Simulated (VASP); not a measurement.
The system is Zr2H3.

```xyz
5
Lattice="3.4683 0.0000 0.0000 0.0000 4.2666 0.0000 0.0000 0.0000 5.1435" Properties=species:S:1:pos:R:3 pbc="T T T"
Zr    1.7341    2.1333    2.5717
Zr    1.7341    0.0000    2.5717
H     0.0000    0.0000    2.5717
H     1.7341    0.0000    0.0000
H     0.0000    0.0000    0.0000
```

The cell was built from a structure type or drawn by symmetry, and may not be a known phase.

* Program: VASP 6.6.1
* Task: relaxation of cell and atoms
* Functional: PBE
* Potentials or basis: VASP PAW PBE potentials, release 64 (Zr_sv, H)
* Cutoff: 600 eV
* k mesh: 6 × 4 × 4
* Occupations: gaussian, width 0.1 eV
* Spin: no spin polarisation

At the start: pressure 20.6 GPa; volume 15.22 Å³/atom.

How do energy, volume and symmetry change on relaxing?

Over 12 steps the energy falls by 1055.8 meV/atom and the volume is 14.69 Å³/atom (-3.5 %); space group Pmmm (No. 47, to 0.1 Å) before, P4/mmm (No. 123, to 0.1 Å).

Step by step:
| step | energy change (eV) | largest force (eV/Å) | pressure (GPa) | volume (Å³) |
| --- | --- | --- | --- | --- |
| 1 | 0.0000 | 0.0000 | 20.60 | 76.11 |
| 2 | -3.6678 | 0.0000 | -5.96 | 97.20 |
| 3 | -3.6719 | 0.0000 | -5.10 | 95.72 |
| 4 | -4.1015 | 0.0000 | -4.22 | 88.71 |
| 5 | -5.0596 | 0.0000 | 6.03 | 68.33 |
| 6 | -5.0847 | 0.0000 | 7.41 | 67.34 |
| 7 | -5.1401 | 0.0000 | 6.46 | 67.83 |
| 8 | -5.2615 | 0.0000 | 1.96 | 71.53 |
| 9 | -5.2777 | 0.0000 | -0.47 | 74.02 |
| 10 | -5.2781 | 0.0000 | -0.17 | 73.69 |
| 11 | -5.2781 | 0.0000 | -0.07 | 73.57 |
| 12 | -5.2790 | 0.0000 | 0.02 | 73.46 |

Final structure:
```
Zr H
1.0
     3.62997    0.00000    0.00000
     0.00000    5.62530    0.00000
     0.00000    0.00000    3.59745
Zr H
2 3
Direct
  0.50000 0.50000 0.50000
  0.50000 0.00000 0.50000
  0.00000 0.00000 0.50000
  0.50000 0.00000 0.00000
  0.00000 0.00000 0.00000
```

Caveat: the k points lie up to 0.44 Å⁻¹ apart in the final cell, too coarse for converged energies and pressures of a metal; a cell axis changed by over 15 % at a fixed basis, so the end point is rough.
